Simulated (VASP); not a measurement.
A run of VASP 6.6.1 is set up as follows.

INCAR

```
PREC     = Accurate       # precision mode
ENCUT    = 520            # plane-wave cutoff, eV
EDIFF    = 1E-6           # SCF threshold, eV
ISMEAR   = -1             # smearing method
SIGMA    = 0.36           # smearing width, eV
LREAL    = Auto         
LASPH    = T              # aspherical terms in the spheres
NELM     = 60             # most SCF steps
ALGO     = Normal         # electronic algorithm
ISIF     = 2              # what is computed and relaxed
LWAVE    = F              # write WAVECAR
LCHARG   = F              # write CHGCAR
GGA      = PE             # functional
NBANDS   = 86             # bands
```

KPOINTS

```
regular mesh
0
Gamma
  2 2 2
```

Contents of POSCAR:

```
WC
1.0
   -3.0020810000     -5.1997570000      0.0000000000
    4.5031220000     -2.5998780000      0.0000000000
    0.0000000000      0.0000000000      5.8899640000
W C
8 8
Direct
    0.7796985831      0.4640820973      0.0005942311
    0.7761444040      0.4611130608      0.4968281640
    0.5600988592     -0.0331853893     -0.0062818720
    0.5716195936     -0.0416492555      0.5089504792
    0.3051938347      0.4494696374     -0.0398304642
    0.2984175325      0.4506370479      0.4913103034
    0.0302626654     -0.0397166737     -0.0211716065
    0.0275602991     -0.0230421805      0.4737889739
    0.5341757028      0.6148042909      0.2564701584
    0.5339710690      0.6684083622      0.7272879766
    0.3218642549      0.1089605310      0.1706462043
    0.3162449169      0.1438541653      0.7227208859
    0.0575665279      0.5935924853      0.2479811422
    0.0208202951      0.6673157450      0.7506837054
    0.7800748717      0.1377373189      0.2394072358
    0.8012744669      0.1318398331      0.7682559690
```

Potentials or basis: VASP PAW PBE potentials, release 64 (W_sv, C).

The run is started by

```console
$ cat potpaw_PBE.64/W_sv/POTCAR potpaw_PBE.64/C/POTCAR > POTCAR
$ mpirun -np 1 vasp_std > vasp.out
```

(1) Predict the largest force.

(2) What does it give for the band gap on the k mesh?

(3) Predict the pressure.

Results:

(1) 5.579 eV/Å.

(2) zero (bands 72 and 73 overlap by 0.22 eV).

(3) -14.1 GPa.

Caveat: the k points lie up to 0.60 Å⁻¹ apart; the atoms stand as in a frame of molecular dynamics; so wide a smearing shifts energies and pressures; spin-orbit coupling is left out, which moves the levels of the heavy elements; forces of over 1 eV/Å act on the atoms, so gaps and moduli don't describe the material at rest.
